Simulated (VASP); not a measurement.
Ir:

```xyz
1
Lattice="2.7370 0.0000 0.0000 -1.3685 2.3703 0.0000 1.3685 0.7901 2.2347" Properties=species:S:1:pos:R:3 pbc="T T T"
Ir    0.0000    0.0000    0.0000
```

Base run:

* Program: VASP 6.6.1
* Functional: PBE
* Potentials or basis: VASP PAW PBE potentials, release 64 (Ir)
* Cutoff: 520 eV
* k mesh: 15 × 15 × 15
* Occupations: gaussian, width 0.1 eV
* Spin: no spin polarisation

Its results: pressure 0.4 GPa.

**Question.** The run is repeated on the same cell with these changes: spin from no spin polarisation to non-collinear spin, zero start, spin-orbit coupling; further incar settings from ALGO = Normal; EDIFF = 1e-06; NBANDS = 10 to ALGO = Normal; EDIFF = 1e-06; NBANDS = 20. What comes out?

**Answer.** Pressure 1.5 GPa; net moment 0.00 μB per cell.
